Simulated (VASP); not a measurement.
# AlP (l) (F-43m) in VASP: further runs, part 2 of 2

VASP 6.6.1.

## Step 3: Single point, LDA

Input file INCAR:

```
SYSTEM = AlP
PREC = Accurate ; ENCUT = 500
EDIFF = 1E-6 ; ISMEAR = 0
SIGMA = 0.02 ; LREAL = .FALSE.
LASPH = .TRUE. ; NELM = 120
ALGO = Normal ; ISIF = 2
LWAVE = .FALSE. ; LCHARG = .FALSE.
GGA = CA ; NBANDS = 11
GGA_COMPAT = .FALSE.
```

Input file KPOINTS:

```
regular mesh
0
G
  10 10 10
  0 0 0
```

Input file POSCAR:

```
AlP
1.0
    0.0000000000      2.7168897679      2.7168897679
    2.7168897679      0.0000000000      2.7168897679
    2.7168897679      2.7168897679      0.0000000000
Al P
1 1
Direct
    0.0000000000      0.0000000000      0.0000000000
    0.2500000000      0.2500000000      0.2500000000
```

Potentials or basis: VASP PAW LDA potentials, release 64 (Al, P).

Command:

```console
$ cat potpaw_LDA.64/Al/POTCAR potpaw_LDA.64/P/POTCAR > POTCAR
$ mpirun -np 1 vasp_std > vasp.out
```

OUTCAR:

```text
SYSTEM = AlP
   PREC = Accurate
   ENCUT = 500
   EDIFF = 1E-6
   ISMEAR = 0
   LREAL = .FALSE.
   LASPH = .TRUE.
   NELM = 120
   ISIF = 2
   GGA = CA

 ion  position               nearest neighbor table
   1  0.000  0.000  0.000-   2 2.35   2 2.35   2 2.35   2 2.35
   2  0.250  0.250  0.250-   1 2.35   1 2.35   1 2.35   1 2.35

  LATTYP: Found a face centered cubic cell.
 ALAT       =     5.4337795358

  Lattice vectors:

 A1 = (   0.0000000000,   2.7168897679,   2.7168897679)
 A2 = (   2.7168897679,   0.0000000000,   2.7168897679)
 A3 = (   2.7168897679,   2.7168897679,   0.0000000000)

Analysis of symmetry for initial positions (statically):
=====================================================================
 Subroutine PRICEL returns:
 Original cell was already a primitive cell.

 Routine SETGRP: Setting up the symmetry group for a
 face centered cubic supercell.

 Subroutine GETGRP returns: Found 24 space group operations
 (whereof 24 operations were pure point group operations)
 out of a pool of 48 trial point group operations.

The static configuration has the point symmetry T_d .

Analysis of symmetry for dynamics (positions and initial velocities):
=====================================================================
 Subroutine PRICEL returns:
 Original cell was already a primitive cell.

 Routine SETGRP: Setting up the symmetry group for a
 face centered cubic supercell.

 Subroutine GETGRP returns: Found 24 space group operations
 (whereof 24 operations were pure point group operations)
 out of a pool of 48 trial point group operations.

The dynamic configuration has the point symmetry T_d .

 Subroutine INISYM returns: Found 24 space group operations
 (whereof 24 operations are pure point group operations),
 and found     1 'primitive' translations

----------------------------------------------------------------------------------------

                                     Primitive cell

  volume of cell :      40.1094

  direct lattice vectors                    reciprocal lattice vectors
     0.000000000  2.716889768  2.716889768    -0.184033966  0.184033966  0.184033966
     2.716889768  0.000000000  2.716889768     0.184033966 -0.184033966  0.184033966
     2.716889768  2.716889768  0.000000000     0.184033966  0.184033966 -0.184033966

  length of vectors
     3.842262357  3.842262357  3.842262357     0.318756180  0.318756180  0.318756180

  position of ions in fractional coordinates (direct lattice)
     0.000000000  0.000000000  0.000000000
     0.250000000  0.250000000  0.250000000

  ion indices of the primitive-cell ions
   primitive index   ion index
                 1           1
                 2           2

----------------------------------------------------------------------------------------

 KPOINTS: regular mesh

Automatic generation of k-mesh.
 Grid dimensions read from file:
 generate k-points for:   10   10   10

 Generating k-lattice:

  Cartesian coordinates                     Fractional coordinates (reciprocal lattice)
    -0.018403397  0.018403397  0.018403397     0.100000000  0.000000000  0.000000000
     0.018403397 -0.018403397  0.018403397     0.000000000  0.100000000  0.000000000
     0.018403397  0.018403397 -0.018403397     0.000000000  0.000000000  0.100000000

  Length of vectors
     0.031875618  0.031875618  0.031875618

  Shift w.r.t. Gamma in fractional coordinates (k-lattice)
     0.000000000  0.000000000  0.000000000

 Subroutine IBZKPT returns following result:
 ===========================================

 Found     47 irreducible k-points:

 Following reciprocal coordinates:
            Coordinates               Weight
  0.000000  0.000000  0.000000      1.000000
  0.100000  0.000000  0.000000      8.000000
  0.200000  0.000000  0.000000      8.000000
  0.300000  0.000000  0.000000      8.000000
  0.400000  0.000000  0.000000      8.000000
  0.500000  0.000000  0.000000      4.000000
[... 16 lines left out ...]
  0.300000  0.300000  0.000000      6.000000
  0.400000  0.300000  0.000000     24.000000
 [... further k-points ...]
   k-points           NKPTS =     47   k-points in BZ     NKDIM =     47   number of bands    NBANDS=     11
   number of dos      NEDOS =    301   number of ions     NIONS =      2
   total plane-waves  NPLWV =  21952
   dimension x,y,z NGX =    28 NGY =   28 NGZ =   28
   dimension x,y,z NGXF=    56 NGYF=   56 NGZF=   56
   ions per type =               1   1
   NGX,Y,Z   is equivalent  to a cutoff of  12.11, 12.11, 12.11 a.u.
   NGXF,Y,Z  is equivalent  to a cutoff of  24.23, 24.23, 24.23 a.u.
 SYSTEM =  AlP
   PREC   = accura    normal or accurate (medium, high low for compatibility)
   ISTART =      0    job   : 0-new  1-cont  2-samecut
   ICHARG =      2    charge: 1-file 2-atom 10-const
   ISPIN  =      1    spin polarized calculation?
   LNONCOLLINEAR =      F non collinear calculations
   LSORBIT =      F    spin-orbit coupling
   LASPH  =      T    aspherical Exc in radial PAW
   ENCUT  =  500.0 eV  36.75 Ry    6.06 a.u.   7.01  7.01  7.01*2*pi/ulx,y,z
   NELM   =    120;   NELMIN=  2; NELMDL= -5     # of ELM steps
   EDIFF  = 0.1E-05   stopping-criterion for ELM
   LREAL  =      F    real-space projection
   EDIFFG = 0.1E-04   stopping-criterion for IOM
   NSW    =      0    number of steps for IOM
   IBRION =     -1    ionic relax: 0-MD 1-quasi-New 2-CG
   NFREE  =      0    steps in history (QN), initial steepest desc. (CG)
   ISIF   =      2    stress and relaxation
   ISYM   =      2    0-nonsym 1-usesym 2-fastsym
   POTIM  = 0.5000    time-step for ionic-motion
   TEBEG  =    0.0;   TEEND  =   0.0 temperature during run
   PSTRESS=    0.0 pullay stress
   NELECT =       8.0000    total number of electrons
   NUPDOWN=      -1.0000    fix difference up-down
   EMIN   =  10.00;   EMAX   =-10.00  energy-range for DOS
   EFERMI =   0.00;   METHOD = LEGACY
   ISMEAR =     0;   SIGMA  =   0.02  broadening in eV -4-tet -1-fermi 0-gaus
   EFERMI_NEDOS =   21; number of points for ismear=-14 and -15
   IALGO  =     38    algorithm
   IMIX   =      4    mixing-type and parameters
     AMIX     =   0.40;   BMIX     =  1.00
     AMIX_MAG =   1.60;   BMIX_MAG =  1.00
  volume/ion in A,a.u.               =      20.05       135.34
  Fermi-wavevector in a.u.,A,eV,Ry     =   0.956510  1.807542 12.448123  0.914911
  Thomas-Fermi vector in A             =   2.085444
   LORBIT       =      0    0 simple, 1 ext, 2 COOP (PROOUT), +10 PAW based schemes
   GGA     = CA    functional components
   LHFCALC =     F    Hartree Fock is set to
   AEXX    =    0.0000 exact exchange contribution
   IVDW    =     0    specifies the selected vdW correction
   LEPSILON=     F    determine dielectric tensor
   LRPA    =     F    only Hartree local field effects (RPA)
 non-spin polarized calculation
 Gauss-broadening in eV      SIGMA  =   0.02
  energy-cutoff  :      500.00
  volume of cell :       40.11
 maximum number of plane-waves:      1034
   NGX = 13   NGY = 13   NGZ = 13

 number of electron       8.0000000 magnetization

 Free energy of the ion-electron system (eV)
  ---------------------------------------------------
  ext. energy  EPLUGINS =         0.00000000
  ---------------------------------------------------
  free energy    TOTEN  =       -11.41324501 eV

  energy without entropy =      -11.41324501  energy(sigma->0) =      -11.41324501

 E-fermi :   4.6626     XC(G=0):  -9.5040

 val. band max:        4.5832737582   @ k =   0.0000   0.0000   0.0000
 cond. band min:       5.9977266947   @ k =   0.5000   0.5000   0.0000
 fundamental gap:      1.4144529365
 Fermi energy:         4.6626153075

 k-point     1 :       0.0000    0.0000    0.0000
  band No.  band energies     occupation
      1      -7.0053      2.00000
      2       4.5833      2.00000
      3       4.5833      2.00000
      4       4.5833      2.00000
      5       7.8256      0.00000
      6       9.0762      0.00000
      7       9.0762      0.00000
      8       9.0762      0.00000
      9      13.4128      0.00000
     10      13.4128      0.00000
     11      14.6696      0.00000
[... 309 lines left out ...]
 k-point    24 :       0.4000    0.3000    0.0000
  band No.  band energies     occupation
      1      -5.3116      2.00000
      2       0.2236      2.00000
      3       2.4623      2.00000
      4       2.8005      2.00000
      5       6.8335      0.00000
      6       7.9155      0.00000
      7      12.5231      0.00000
      8      12.7921      0.00000
      9      15.1358      0.00000
     10      16.1111      0.00000
     11      18.1291      0.00000

 [... further k-points ...]
[... 5 lines left out ...]
  --------------------------------------------------------------------------------------
  -------------------------------------------------------------------------------------
  Total        0.0135976      0.0135976      0.0135976      0.0000000      0.0000000      0.0000000
  in kB        0.5431605      0.5431605      0.5431605      0.0000000      0.0000000      0.0000000
  external PRESSURE =       0.5431605 kB  Pullay stress =       0.0000000 kB

 VOLUME and BASIS-vectors are now :
 -----------------------------------------------------------------------------
  energy-cutoff  :      500.00
  volume of cell :       40.11
      direct lattice vectors                 reciprocal lattice vectors
     0.000000000  2.716889768  2.716889768    -0.184033966  0.184033966  0.184033966
     2.716889768  0.000000000  2.716889768     0.184033966 -0.184033966  0.184033966
     2.716889768  2.716889768  0.000000000     0.184033966  0.184033966 -0.184033966

 POSITION                                       TOTAL-FORCE (eV/Angst)
 -----------------------------------------------------------------------------------
      0.00000      0.00000      0.00000        -0.000000     -0.000000     -0.000000
      1.35844      1.35844      1.35844         0.000000      0.000000      0.000000
 -----------------------------------------------------------------------------------
    total drift:                               -0.000000     -0.000000     -0.000000

  FREE ENERGIE OF THE ION-ELECTRON SYSTEM (eV)
  ---------------------------------------------------
  free  energy   TOTEN  =       -11.4132450101 eV

  energy  without entropy=      -11.4132450101  energy(sigma->0) =      -11.41324501
```

OSZICAR:

```text
N       E                     dE             d eps       ncg     rms          rms(c)
DAV:   1     0.105907602402E+02    0.10591E+02   -0.30745E+03  1042   0.545E+02
DAV:   2    -0.109781403734E+02   -0.21569E+02   -0.20599E+02  1343   0.899E+01
DAV:   3    -0.118434115650E+02   -0.86527E+00   -0.86398E+00  1294   0.174E+01
DAV:   4    -0.118503017753E+02   -0.68902E-02   -0.68895E-02  1258   0.190E+00
DAV:   5    -0.118503944856E+02   -0.92710E-04   -0.92710E-04  1339   0.210E-01    0.470E+00
DAV:   6    -0.114841075420E+02    0.36629E+00   -0.69414E-01  1188   0.306E+00    0.293E+00
DAV:   7    -0.114184447420E+02    0.65663E-01   -0.22657E-01  1312   0.187E+00    0.145E+00
DAV:   8    -0.114133983735E+02    0.50464E-02   -0.17295E-02  1195   0.609E-01    0.183E-01
DAV:   9    -0.114132304279E+02    0.16795E-03   -0.11997E-03  1216   0.174E-01    0.567E-02
DAV:  10    -0.114132423291E+02   -0.11901E-04   -0.41107E-05  1252   0.335E-02    0.202E-02
DAV:  11    -0.114132453058E+02   -0.29767E-05   -0.65557E-06  1206   0.137E-02    0.147E-02
DAV:  12    -0.114132450101E+02    0.29572E-06   -0.12563E-06   741   0.476E-03
   1 F= -.11413245E+02 E0= -.11413245E+02  d E =-.495153E-11
```

Run time: 16 s. Hardware: 1 thread of AMD EPYC 7R43 (Zen 3), shared host; peak memory 0.11 GiB.

What came out:

| Quantity | Value |
| --- | --- |
| Free energy | -11.4132 eV |
| Pressure | 0.1 GPa |
| Band gap on the k mesh | 1.41 eV, indirect (least direct gap 3.24 eV) |

Levels at points of the mesh, in eV from the valence-band top:
```tsv
k point	band 1	band 2	band 3	band 4	band 5	band 6	band 7	band 8
(0.00, 0.00, 0.00)	-11.59	0.00	0.00	0.00	3.24	4.49	4.49	4.49
(0.50, 0.00, 0.00)	-9.86	-5.65	-0.78	-0.78	2.72	4.74	4.74	8.11
(0.50, 0.50, 0.00)	-9.17	-5.40	-2.15	-2.15	1.41	2.33	11.01	11.01
```
